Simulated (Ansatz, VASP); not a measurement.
Two plane-wave programs on Ge

File INCAR:

```
SYSTEM = Ge
PREC     = Accurate       ! precision mode
ENCUT    = 600            ! plane-wave cutoff, eV
EDIFF    = 1E-6           ! SCF threshold, eV
ISMEAR   = -1             ! smearing method
SIGMA    = 0.1            ! smearing width, eV
LREAL    = .False.        ! projectors in reciprocal space
LASPH    = .True.         ! aspherical terms in the spheres
NELM     = 100            ! most SCF steps
ALGO     = Normal         ! electronic algorithm
ISIF     = 3              ! what is computed and relaxed
LWAVE    = .False.        ! write WAVECAR
LCHARG   = .False.        ! write CHGCAR
GGA      = B5             ! functional
ALDAX    = 1.0          
AGGAX    = 1.0          
AGGAC    = 1.0          
ALDAC    = 0.0          
IVDW     = 12             ! dispersion correction
VDW_S6   = 1.0          
VDW_S8   = 2.6996       
VDW_A1   = 0.4298       
VDW_A2   = 4.2359       
IBRION   = 2              ! ionic algorithm
NSW      = 80             ! ionic steps
EDIFFG   = -0.01          ! ionic threshold
```

Contents of KPOINTS:

```
Automatic mesh
0
Gamma
  8 8 4
  0 0 0
```

Contents of POSCAR:

```
Ge
1.0
    3.9975858400      0.0000000000      0.0000000000
   -1.9987929200      3.4620108900      0.0000000000
    0.0000000000      0.0000000000      6.5993779500
Ge
4
Direct
    0.6666666700      0.3333333300      0.0629012500
    0.3333333300      0.6666666700      0.5629012500
    0.6666666700      0.3333333300      0.4370987500
    0.3333333300      0.6666666700      0.9370987500
```

Input for Ansatz:

```yaml
crystal:
  lattice:
    - [3.99758584, 0.0, 0.0]
    - [-1.99879292, 3.46201089, 0.0]
    - [0.0, 0.0, 6.59937795]
  atoms:
    - { symbol: Ge, position: [0.66666667, 0.33333333000000004, 0.06290125] }
    - { symbol: Ge, position: [0.33333333, 0.66666667, 0.56290125] }
    - { symbol: Ge, position: [0.66666667, 0.33333333000000004, 0.43709875] }
    - { symbol: Ge, position: [0.33333333, 0.66666667, 0.9370987500000001] }
basis:
  ecutwfc: 550.0
kpoints:
  mp_grid:
    grid: [8, 8, 4]
hamiltonian:
  xc: blyp
  dispersion: d3bj
scf:
  convergence:
    dr2_threshold: 1.0e-09
  occupations:
    method: fermi_dirac
    width: 0.1
relax:
  cell: {}
```

Alike in both runs: task relaxation of cell and atoms; functional BLYP; dispersion D3(BJ); k mesh 8 × 8 × 4; occupations fermi-dirac, width 0.1 eV; no spin polarisation.

|  | VASP | Ansatz |
| --- | --- | --- |
| version | VASP 6.6.1 | Ansatz 0.2.0 |
| potentials or method | VASP PAW PBE potentials, release 64 (Ge_d), cutoff 600 eV | plane waves, PAW |
| valence electrons in the cell | 56 | 56 |

|  | VASP | Ansatz | Ansatz less VASP |
| --- | --- | --- | --- |
| relaxed volume (Å³/atom) | 23.53 | 23.45 | -0.084 |
| relaxed cell length with the largest relative difference (Å) | 4.038 | 4.033 | -0.0049 |

VASP's potentials were made for PBE, not for BLYP. Ansatz's warnings: stress scf threshold loose.
